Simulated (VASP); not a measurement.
Write the native input for VASP 6.6.1 that does the following.

```yaml
Task: single point
Functional: r2SCAN
Potentials_or_basis: VASP PAW PBE potentials, release 64 (Ni)
Cutoff: 520 eV
k_mesh: 17 × 17 × 9
Occupations: fermi-dirac, width 0.1 eV
Spin: no spin polarisation
Dipole_correction: no
Further_INCAR_settings: ALGO = Normal; EDIFF = 1e-06; NBANDS = 17
```

Crystal: Ni.

```
Ni
1.0
     2.50940    0.00000    0.00000
    -1.25470    2.17321    0.00000
     0.00000    0.00000    4.13918
Ni
2
Direct
  0.33333 0.66667 0.25000
  0.66667 0.33333 0.75000
```

This cell differs from its parent crystal: volume scaled by 1.08.

These files were run (other wordings do the same):

POSCAR

```
Ni
1.0
    2.5094044040      0.0000000000      0.0000000000
   -1.2547022020      2.1732079622      0.0000000000
    0.0000000000      0.0000000000      4.1391817450
Ni
2
Direct
    0.3333333333      0.6666666667      0.2500000000
    0.6666666667      0.3333333333      0.7500000000
```

INCAR.step1

```
PREC = Accurate
ENCUT = 520
ISMEAR = -1
SIGMA = 0.1
LREAL = F
LASPH = T
NELM = 60
NBANDS = 17
GGA = PE
ALGO = Normal
EDIFF = 1E-4
LWAVE = T
LCHARG = F
```

INCAR.step2

```
PREC = Accurate
ENCUT = 520
EDIFF = 1E-6
ISMEAR = -1
SIGMA = 0.1
LREAL = F
LASPH = T
NELM = 60
ALGO = Normal
ISIF = 2
LWAVE = F
LCHARG = F
METAGGA = R2SCAN
LMIXTAU = T
NBANDS = 17
ISTART = 1
```

KPOINTS

```
Automatic mesh
0
Gamma
  17 17 9
```

Potentials or basis: VASP PAW PBE potentials, release 64 (Ni).

The run is started by

```bash
$ cat potpaw_PBE.64/Ni/POTCAR > POTCAR
$ cp INCAR.step1 INCAR
$ mpirun -np 1 vasp_std > vasp.out
$ cp INCAR.step2 INCAR
$ mpirun -np 1 vasp_std > vasp.out
```

It gave:

```
Pressure               : -13.8 GPa
Band gap on the k mesh : zero (band 10 reaches 8.57 eV, above the bottom of band 11 at 8.08 eV)
```

Caveat: the PAW data sets were made with another functional, which shifts forces and pressure a little; the run has no spin polarisation, though such a crystal can be magnetic.

It took 2.6 min on 1 thread of Intel(R) Xeon(R) Platinum 8488C (Sapphire Rapids), with other jobs on the host, peak memory 0.18 GiB.
